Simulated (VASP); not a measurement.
# Sc (P6_3/mmc) in VASP: further runs, part 2 of 2

VASP 6.6.1. The steps go on from the part before.

## (4) Single point, LDA

This run uses another cell than the first one, of 22.52 Å³/atom.

INCAR

```
SYSTEM = Sc
ALGO = Fast ; EDIFF = 1E-6
ENCUT = 520 ; ISIF = 2
ISMEAR = 0 ; LASPH = .True.
LCHARG = .True. ; LELF = .True.
LREAL = .False. ; LVHAR = .True.
LWAVE = .False. ; NBANDS = 18
NELM = 80 ; PREC = Accurate
SIGMA = 0.1
```

KPOINTS

```
k-points
0
Gamma
  12 12 8
  0 0 0
```

POSCAR

```
Sc
1.0
    3.2295825148      0.0000000028      0.0000000000
   -1.6147912599      2.7969005000      0.0000000000
    0.0000000000      0.0000000000      4.9862302243
Sc
2
Direct
    0.3333333333      0.6666666667      0.2500000000
    0.6666666667      0.3333333333      0.7500000000
```

On the command line:

```sh
> cat potpaw_LDA.64/Sc_sv/POTCAR > POTCAR
> mpirun -np 1 vasp_std > vasp.out
```

It took 28 s on 1 thread of Intel Xeon 6975P-C (Granite Rapids), shared host; peak memory 0.18 GiB.

Results (log left out):

```yaml
Free_energy: -13.4587 eV
Pressure: 0.1 GPa
Band_gap_on_the_k_mesh: zero (bands 11 and 12 overlap by 1.66 eV)
```

Levels at points of the mesh, in eV from the Fermi level:
| k point | band 8 | band 9 | band 10 | band 11 | band 12 | band 13 | band 14 | band 15 |
| --- | --- | --- | --- | --- | --- | --- | --- | --- |
| (0.00, 0.00, 0.00) | -27.24 | -5.23 | -1.76 | 1.01 | 1.63 | 1.63 | 1.99 | 2.16 |
| (0.50, 0.00, 0.00) | -27.34 | -1.65 | -1.18 | -0.79 | -0.25 | 1.32 | 1.44 | 2.04 |
| (0.00, 0.00, 0.50) | -27.33 | -3.55 | -3.55 | 1.04 | 1.04 | 1.52 | 1.52 | 1.52 |
| (0.50, 0.00, 0.50) | -27.39 | -1.60 | -1.60 | 0.10 | 0.10 | 1.51 | 1.51 | 2.50 |

## (5) Single point, LDA

This run uses another cell than the first one, of 22.66 Å³/atom.

INCAR

```
PREC     = Accurate       # precision mode
ENCUT    = 520            # plane-wave cutoff, eV
EDIFF    = 1E-6           # SCF threshold, eV
ISMEAR   = -1             # smearing method
SIGMA    = 0.15           # smearing width, eV
LREAL    = False          # projectors in reciprocal space
LASPH    = True           # aspherical terms in the spheres
NELM     = 80             # most SCF steps
ALGO     = Fast           # electronic algorithm
ISIF     = 2              # what is computed and relaxed
LWAVE    = False          # write WAVECAR
LCHARG   = False          # write CHGCAR
NBANDS   = 18             # bands
```

KPOINTS

```
regular mesh
0
Gamma
  12 12 8
```

POSCAR

```
Sc
1.0
    3.2252108423      0.0000000028      0.0000000000
   -1.6126054236      2.7931145205      0.0000000000
    0.0000000000      0.0000000000      5.0312470969
Sc
2
Direct
    0.3333333333      0.6666666667      0.2500000000
    0.6666666667      0.3333333333      0.7500000000
```

On the command line:

```sh
> cat potpaw_LDA.64/Sc_sv/POTCAR > POTCAR
> mpirun -np 1 vasp_std > vasp.out
```

Run time: 27 s. Hardware: 1 thread of Intel Xeon 6975P-C (Granite Rapids), shared host; peak memory 0.18 GiB.

The run converged. Its results:

* Free energy: -13.5787 eV
* Pressure: 0.1 GPa
* Band gap on the k mesh: zero (bands 11 and 12 overlap by 1.59 eV)

Levels at points of the mesh, in eV from the Fermi level:
```
           k point  band 7  band 8  band 9  band 10  band 11  band 12  band 13  band 14  band 15  band 16
(0.00, 0.00, 0.00)  -27.30  -27.27   -5.22    -1.76     0.90     1.64     1.64     1.92     2.14     2.14
(0.50, 0.00, 0.00)  -27.42  -27.35   -1.64    -1.17    -0.81    -0.23     1.36     1.39     1.99     4.07
(0.00, 0.00, 0.50)  -27.34  -27.34   -3.58    -3.58     0.99     0.99     1.55     1.55     1.55     1.55
(0.50, 0.00, 0.50)  -27.41  -27.41   -1.60    -1.60     0.08     0.08     1.48     1.48     2.51     2.51
```

## (6) Relaxation of cell and atoms, LDA

This run uses another cell than the first one, of 22.52 Å³/atom.

INCAR

```
SYSTEM = Sc
PREC = Accurate
ENCUT = 600
EDIFF = 1E-6
ISMEAR = 0
SIGMA = 0.1
LREAL = .FALSE.
LASPH = .TRUE.
NELM = 60
ALGO = Fast
ISIF = 3
LWAVE = .FALSE.
LCHARG = .FALSE.
IBRION = 2
NSW = 100
EDIFFG = -0.002
```

KPOINTS

```
Automatic mesh
0
G
  12 12 8
  0 0 0
```

POSCAR

```
Sc
1.0
    3.2295825148      0.0000000028      0.0000000000
   -1.6147912599      2.7969005000      0.0000000000
    0.0000000000      0.0000000000      4.9862302243
Sc
2
Direct
    0.3333333333      0.6666666667      0.2500000000
    0.6666666667      0.3333333333      0.7500000000
```

Potentials or basis: VASP PAW LDA potentials, release 64 (Sc_sv).

On the command line:

```sh
> cat potpaw_LDA.64/Sc_sv/POTCAR > POTCAR
> mpirun -np 1 vasp_std > vasp.out
```

OUTCAR:

```text
SYSTEM = Sc
   PREC = Accurate
   ENCUT = 600
   EDIFF = 1E-6
   ISMEAR = 0
   LREAL = .FALSE.
   LASPH = .TRUE.
   NELM = 60
   ISIF = 3
   IBRION = 2
   NSW = 100
   EDIFFG = -0.002

 ion  position               nearest neighbor table
   1  0.333  0.667  0.250-   2 3.11   2 3.11   2 3.11   2 3.11   2 3.11   2 3.11
   2  0.667  0.333  0.750-   1 3.11   1 3.11   1 3.11   1 3.11   1 3.11   1 3.11

  LATTYP: Found a hexagonal cell.
 ALAT       =     3.2295825148
 C/A-ratio  =     1.5439240835

  Lattice vectors:

 A1 = (   3.2295825148,   0.0000000028,   0.0000000000)
 A2 = (  -1.6147912599,   2.7969005000,   0.0000000000)
 A3 = (   0.0000000000,   0.0000000000,   4.9862302243)

Analysis of symmetry for initial positions (statically):
=====================================================================
 Subroutine PRICEL returns:
 Original cell was already a primitive cell.

 Routine SETGRP: Setting up the symmetry group for a
 hexagonal supercell.

 Subroutine GETGRP returns: Found 24 space group operations
 (whereof 12 operations were pure point group operations)
 out of a pool of 24 trial point group operations.

The static configuration has the point symmetry D_3d.
 The point group associated with its full space group is D_6h.

Analysis of symmetry for dynamics (positions and initial velocities):
=====================================================================
 Subroutine PRICEL returns:
 Original cell was already a primitive cell.

 Routine SETGRP: Setting up the symmetry group for a
 hexagonal supercell.

 Subroutine GETGRP returns: Found 24 space group operations
 (whereof 12 operations were pure point group operations)
 out of a pool of 24 trial point group operations.

The dynamic configuration has the point symmetry D_3d.
 The point group associated with its full space group is D_6h.

 Subroutine INISYM returns: Found 24 space group operations
 (whereof 12 operations are pure point group operations),
 and found     1 'primitive' translations
[... 137 lines left out ...]

 number of electron      22.0000004 magnetization

 Free energy of the ion-electron system (eV)
  ---------------------------------------------------
  ext. energy  EPLUGINS =         0.00000000
  ---------------------------------------------------
  free energy    TOTEN  =       -13.45877567 eV

  energy without entropy =      -13.44179302  energy(sigma->0) =      -13.45028434

------------------------ aborting loop because EDIFF is reached ----------------------------------------

  FORCE on cell =-STRESS in cart. coord.  units (eV):
  Direction    XX          YY          ZZ          XY          YZ          ZX
  --------------------------------------------------------------------------------------
  -------------------------------------------------------------------------------------
  Total        0.0393002      0.0393002      0.0430590     -0.0000000     -0.0000000     -0.0000000
  in kB        1.3980086      1.3980086      1.5317178     -0.0000000     -0.0000000     -0.0000000
  external PRESSURE =       1.4425783 kB  Pullay stress =       0.0000000 kB
[... 59 lines left out ...]
--------------------------------------- Ionic step        3  -------------------------------------------

 number of electron      22.0000004 magnetization

 Free energy of the ion-electron system (eV)
  ---------------------------------------------------
  ext. energy  EPLUGINS =         0.00000000
  ---------------------------------------------------
  free energy    TOTEN  =       -13.45881295 eV

  energy without entropy =      -13.44176246  energy(sigma->0) =      -13.45028771

 E-fermi :   3.9839     XC(G=0): -10.5123

 val. band max:        3.9748574833   @ k =   0.2500   0.0833   0.3750
 cond. band min:       3.9861562321   @ k =   0.2500   0.1667   0.2500
 fundamental gap:      0.0112987488
 Fermi energy:         3.9838787851

 k-point     1 :       0.0000    0.0000    0.0000
  band No.  band energies     occupation
      1     -44.6117      2.00000
      2     -44.4987      2.00000
      3     -23.8805      2.00000
      4     -23.4041      2.00000
      5     -23.4041      2.00000
      6     -23.3093      2.00000
      7     -23.3093      2.00000
      8     -23.2657      2.00000
      9      -1.2388      2.00000
     10       2.2295      2.00000
     11       4.9867      0.00000
     12       5.6146      0.00000
     13       5.6146      0.00000
     14       5.9726      0.00000
[... 401 lines left out ...]
      2     -44.4889      2.00000
      3     -23.7440      2.00000
      4     -23.6327      2.00000
      5     -23.5840      2.00000
      6     -23.4855      2.00000
      7     -23.3574      2.00000
      8     -23.3511      2.00000
      9       1.0634      2.00000
     10       3.1634      2.00000
     11       3.5095      2.00000
     12       4.0952      0.11537
     13       5.4405      0.00000
     14       5.5798      0.00000
     15       5.7407      0.00000

 [... further k-points ...]

------------------------ aborting loop because EDIFF is reached ----------------------------------------

  FORCE on cell =-STRESS in cart. coord.  units (eV):
  Direction    XX          YY          ZZ          XY          YZ          ZX
  --------------------------------------------------------------------------------------
  -------------------------------------------------------------------------------------
  Total       -0.0036369     -0.0036369      0.0003055      0.0000000      0.0000000     -0.0000000
  in kB       -0.1291065     -0.1291065      0.0108452      0.0000000      0.0000000     -0.0000000
  external PRESSURE =      -0.0824559 kB  Pullay stress =       0.0000000 kB
[... 17 lines left out ...]
  FREE ENERGIE OF THE ION-ELECTRON SYSTEM (eV)
  ---------------------------------------------------
  free  energy   TOTEN  =       -13.4588129548 eV

  energy  without entropy=      -13.4417624576  energy(sigma->0) =      -13.45028771

 reached required accuracy - stopping structural energy minimisation
```

OSZICAR:

```text
N       E                     dE             d eps       ncg     rms          rms(c)
DAV:   1     0.403377579461E+03    0.40338E+03   -0.11673E+04  2858   0.181E+03
DAV:   2     0.111642011247E+02   -0.39221E+03   -0.38624E+03  4056   0.673E+02
DAV:   3    -0.143120571092E+02   -0.25476E+02   -0.24887E+02  4847   0.219E+02
[... 25 lines left out ...]
RMM:   2    -0.134588112039E+02    0.16604E-03   -0.35663E-04  3170   0.311E-01    0.310E-02
RMM:   3    -0.134588149807E+02   -0.37767E-05   -0.41807E-04  3593   0.204E-01    0.175E-02
RMM:   4    -0.134588121861E+02    0.27945E-05   -0.24893E-05  2906   0.812E-02    0.546E-03
RMM:   5    -0.134588127927E+02   -0.60655E-06   -0.10510E-05  2311   0.350E-02    0.156E-03
RMM:   6    -0.134588129548E+02   -0.16213E-06   -0.19730E-06  1965   0.235E-02
   3 F= -.13458813E+02 E0= -.13450288E+02  d E =-.372878E-04
```

It took 63 s on 1 thread of Intel Xeon 6975P-C (Granite Rapids), shared host; peak memory 0.21 GiB.

Results:

```
Free energy                           : -13.4588 eV
Relaxed volume                        : 22.57 Å³/atom
Relaxed cell                          : a = 3.232 Å, b = 3.232 Å, c = 4.990 Å, α = 90.00°, β = 90.00°, γ = 120.00°
Space group after relaxing (to 0.1 Å) : P6_3/mmc (No. 194)
Energy gained by relaxing             : 0.0 meV/atom
Ionic steps                           : 3
Pressure after relaxing               : 0.0 GPa
Band gap on the k mesh                : zero (bands 11 and 12 overlap by 1.66 eV)
```

Final structure:
```xyz
2
Lattice="3.2317 0.0000 0.0000 -1.6159 2.7988 0.0000 0.0000 0.0000 4.9899" Properties=species:S:1:pos:R:3 pbc="T T T"
Sc    0.0000    1.8658    1.2475
Sc    1.6159    0.9329    3.7424
```

## (7) Summary

```csv
task,cell,k mesh,cutoff (eV),smearing,gap on the mesh (eV),pressure (GPa)
single point,"a = 3.291, b = 3.291, c = 5.333 Å, angles 90.0, 90.0, 120.0°, 2 atoms",6 × 6 × 4,520,gaussian 0.1 eV,none,-5.3
single point,"a = 3.230, b = 3.230, c = 4.986 Å, angles 90.0, 90.0, 120.0°, 2 atoms",12 × 12 × 8,520,gaussian 0.1 eV,none,0.1
single point,"a = 3.225, b = 3.225, c = 5.031 Å, angles 90.0, 90.0, 120.0°, 2 atoms",12 × 12 × 8,520,fermi-dirac 0.15 eV,none,0.1
relaxation of cell and atoms,"relaxed from a = 3.230, b = 3.230, c = 4.986 Å, angles 90.0, 90.0, 120.0°, 2 atoms",12 × 12 × 8,600,gaussian 0.1 eV,none,0.0
```

Alike in all rows: level LDA; potentials or basis VASP PAW LDA potentials, release 64 (Sc_sv); no spin polarisation.

Caveats: some runs use coarse meshes.

Absolute energies hang on the potentials; compare differences alone.
